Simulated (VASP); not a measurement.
Input of a VASP 6.6.1 run:

Contents of INCAR:

```
ALGO = Normal
EDIFF = 1E-7
EDIFFG = -0.08
ENCUT = 500
GGA = PE
GGA_COMPAT = False
IBRION = 2
ISIF = 3
ISMEAR = 0
LASPH = True
LCHARG = False
LREAL = False
LWAVE = False
NELM = 120
NELMIN = 4
NSW = 36
PREC = Accurate
SIGMA = 0.2
```

Contents of KPOINTS:

```
k-points
0
Gamma
  5 5 2
```

File POSCAR:

```
Cd4Se
1.0
    4.1097958600      0.0000000000      0.0000000000
   -2.0548979300      3.5591876200      0.0000000000
    0.0000000000      0.0000000000      9.3447403200
Cd Se
4 1
Direct
    0.3333333300      0.6666666700      0.0000000000
    0.6666666700      0.3333333300      0.0000000000
    0.3333333300      0.6666666700      0.5000000000
    0.6666666700      0.3333333300      0.5000000000
    0.0000000000      0.0000000000      0.0000000000
```

Potentials or basis: VASP PAW PBE potentials, release 64 (Cd, Se).

Launch:

```console
$ cat potpaw_PBE.64/Cd/POTCAR potpaw_PBE.64/Se/POTCAR > POTCAR
$ mpirun -np 1 vasp_std > vasp.out
```

Problem. What does it give for the relaxed cell?

Solution. a = 5.220 Å, b = 5.220 Å, c = 6.098 Å, α = 90.00°, β = 90.00°, γ = 120.00°.

Problem. Estimate the relaxed volume.

Solution. 28.78 Å³/atom.

Final structure:
```xyz
5
Lattice="5.2203 0.0000 0.0000 -2.6102 4.5210 0.0000 0.0000 0.0000 6.0982" Properties=species:S:1:pos:R:3 pbc="T T T"
Cd    0.0000    3.0140    0.0000
Cd    2.6102    1.5070    0.0000
Cd    0.0000    3.0140    3.0491
Cd    2.6102    1.5070    3.0491
Se    0.0000    0.0000    0.0000
```

Caveat: a cell axis changed by over 15 % at a fixed basis, so the end point is rough.
